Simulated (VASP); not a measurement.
Write the native input for VASP 6.6.1 that does the following.

```
Task                   : single point
Functional             : PBEsol
Potentials or basis    : VASP PAW PBE potentials, release 64 (Hf_pv, Si, O)
Cutoff                 : 520 eV
k mesh                 : 4 × 4 × 4
Occupations            : gaussian, width 0.02 eV
Spin                   : no spin polarisation
Dipole correction      : no
Further INCAR settings : ALGO = Normal; EDIFF = 1e-07; NBANDS = 47
```

The structure of HfSi3O8 lies in POSCAR:

```
HfSi3O8
1.0
    3.7653040292     -3.8343518500     -0.0002810189
    3.7653040292      3.8343518500     -0.0002810189
   -0.0055413388      0.0000000000      7.5922451933
Hf Si O
1 3 8
Direct
    0.9800850504      0.0199149496      0.0000000000
    0.0234785400      0.5240264492      0.2687319324
    0.4759735508      0.9765214600      0.7312680676
    0.5226188607      0.4773811393      0.5000000000
    0.0376683317      0.8130296834      0.2063065582
    0.5368816546      0.2394060768      0.6315651398
    0.0308747002      0.3553667624      0.0898441455
    0.5412193052      0.7400279008      0.6063190908
    0.6446332376      0.9691252998      0.9101558545
    0.2599720992      0.4587806948      0.3936809092
    0.1869703166      0.9623316683      0.7936934418
    0.7605939232      0.4631183454      0.3684348602
```

These files were run (other wordings do the same):

INCAR

```
SYSTEM = HfSi3O8
ALGO = Normal
EDIFF = 1E-7
ENCUT = 520
GGA = PS
ISIF = 2
ISMEAR = 0
LASPH = .TRUE.
LCHARG = .FALSE.
LREAL = .FALSE.
LWAVE = .FALSE.
NBANDS = 47
NELM = 80
PREC = Accurate
SIGMA = 0.02
```

KPOINTS

```
k-points
0
G
  4 4 4
  0 0 0
```

Potentials or basis: VASP PAW PBE potentials, release 64 (Hf_pv, Si, O).

Run with:

```bash
$ cat potpaw_PBE.64/Hf_pv/POTCAR potpaw_PBE.64/Si/POTCAR potpaw_PBE.64/O/POTCAR > POTCAR
$ mpirun -np 1 vasp_std > vasp.out
```

It gave:

The pressure is -2.1 GPa and the largest force is 0.407 eV/Å. The band gap on the k mesh is 5.12 eV.

Caveat: the PAW data sets were made with another functional, which shifts forces and pressure a little; spin-orbit coupling is left out, which moves the levels of the heavy elements.

Run time: 3.7 min on 1 thread of Intel(R) Xeon(R) Platinum 8488C (Sapphire Rapids), on a shared host, peak memory 0.41 GiB.
